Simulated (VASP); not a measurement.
TlSnH3: single point with PBE

TlSnH3:

```
CELL_PARAMETERS angstrom
4.55482 0.00000 0.00000
0.00000 4.55482 0.00000
0.00000 0.00000 8.42374
ATOMIC_POSITIONS crystal
Tl 0.50000 0.50000 0.78637
Tl 0.50000 0.50000 0.21363
Sn 0.00000 0.00000 0.31573
Sn 0.00000 0.00000 0.68427
H 0.25187 0.00000 0.50000
H 0.74813 0.00000 0.50000
H 0.00000 0.25187 0.50000
H 0.00000 0.74813 0.50000
H 0.50000 0.50000 0.50000
H 0.00000 0.00000 0.50000
```

The cell was built from a structure type or drawn by symmetry, and may not be a known phase.

| Item | Value |
| --- | --- |
| Program | VASP 6.6.1 |
| Task | single point |
| Functional | PBE |
| Potentials or basis | VASP PAW PBE potentials, release 64 (Tl_d, Sn_d, H) |
| Cutoff | 520 eV |
| k mesh | 4 × 4 × 2 |
| Occupations | gaussian, width 0.1 eV |
| Spin | no spin polarisation |
| Dipole correction | no |
| Further INCAR settings | ALGO = Normal; EDIFF = 1e-06; NBANDS = 41 |

The pressure is 10.1 GPa, the largest force is 9.439 eV/Å and the band gap on the k mesh is zero (bands 30 and 31 overlap by 1.58 eV).

Forces on the atoms (eV/Å):
```
Tl   0.000  0.000 -0.415
Tl   0.000  0.000  0.415
Sn   0.000  0.000 -9.439
Sn   0.000  0.000  9.439
H    2.568  0.000  0.000
H   -2.568  0.000  0.000
H    0.000  2.568  0.000
H    0.000 -2.568  0.000
H    0.000  0.000  0.000
H    0.000  0.000  0.000
```

Stress tensor (GPa, compression positive):
```
 2.98  0.00  0.00
 0.00  2.98  0.00
 0.00  0.00 24.44
```

Levels at points of the mesh, in eV from the Fermi level:
| k point | band 28 | band 29 | band 30 | band 31 | band 32 | band 33 |
| --- | --- | --- | --- | --- | --- | --- |
| (0.00, 0.00, 0.00) | -2.35 | -1.17 | -0.04 | -0.04 | 1.21 | 1.34 |
| (0.50, 0.00, 0.00) | -1.53 | -0.61 | 0.90 | 1.34 | 1.35 | 2.23 |
| (0.50, 0.50, 0.00) | -2.11 | -2.11 | -2.09 | -0.68 | -0.68 | 1.87 |
| (0.00, 0.00, 0.50) | -1.17 | -1.12 | -0.25 | -0.25 | -0.11 | 1.78 |
| (0.50, 0.00, 0.50) | -0.84 | -0.60 | -0.17 | -0.17 | 1.28 | 2.64 |
| (0.50, 0.50, 0.50) | -2.39 | -2.39 | -1.05 | -0.09 | -0.09 | 1.02 |

It took 46 s on 1 thread of Intel(R) Xeon(R) 6975P-C (Granite Rapids), with other jobs on the host, peak memory 0.31 GiB.

Caveat: the k points lie up to 0.37 Å⁻¹ apart, too coarse for converged energies and pressures of a metal; spin-orbit coupling is left out, which moves the levels of the heavy elements; forces of over 1 eV/Å act on the atoms, so gaps and moduli don't describe the material at rest.
